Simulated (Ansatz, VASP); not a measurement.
# Two plane-wave programs on Cu

Contents of INCAR:

```
ALGO = Normal
EDIFF = 1E-6
ENCUT = 520
GGA = PE
ISIF = 2
ISMEAR = 0
LASPH = True
LCHARG = False
LREAL = False
LWAVE = False
NBANDS = 12
NELM = 60
PREC = Accurate
SIGMA = 0.15
```

File KPOINTS:

```
k-points
0
Gamma
  22 22 22
```

File POSCAR:

```
Cu
1.0
    0.0000000000      1.9521000000      1.8075000000
    1.9521000000      0.0000000000      1.8075000000
    1.9521000000      1.9521000000      0.0000000000
Cu
1
Direct
    0.0000000000      0.0000000000      0.0000000000
```

Input for Ansatz:

```yaml
crystal:
  lattice:
    - [0.0, 1.9521, 1.8075]
    - [1.9521, 0.0, 1.8075]
    - [1.9521, 1.9521, 0.0]
  atoms:
    - { symbol: Cu, position: [0.0, 0.0, 0.0] }
basis:
  ecutwfc: 420
kpoints:
  mp_grid: { grid: [22, 22, 22] }
hamiltonian:
  xc: pbe
scf:
  occupations: { method: gaussian, width: 0.15 }
output:
  forces: true
  stress: true
  eigenvalues: true
```

Change from the starting cell: strain +0.080 along x and y, +0.000 along z, atoms carried along.

Alike in both runs: task single point; functional PBE; k mesh 22 × 22 × 22; occupations gaussian, width 0.15 eV; no spin polarisation.

```csv
,VASP,Ansatz
version,VASP 6.6.1,Ansatz 0.2.0
potentials or method,"VASP PAW PBE potentials, release 64 (Cu), cutoff 520 eV","scalar-relativistic, plane waves, PAW"
valence electrons in the cell,11,19
```

```tsv
	VASP	Ansatz	Ansatz less VASP
gap on the k mesh at the Fermi level (eV)	none	none	-
pressure (GPa)	-13.1	-13.8	-0.70
traceless stress, the component that is largest in VASP (GPa)	1.43	1.47	+0.038
```

A gap of «none» marks a metal or a gap that the smearing closes. With one functional, cell and mesh, what is left measures potentials, basis and numerics. VASP's potentials hold 11 valence electrons a cell and Ansatz's 19, so a difference there can come from the potentials and not from the codes.
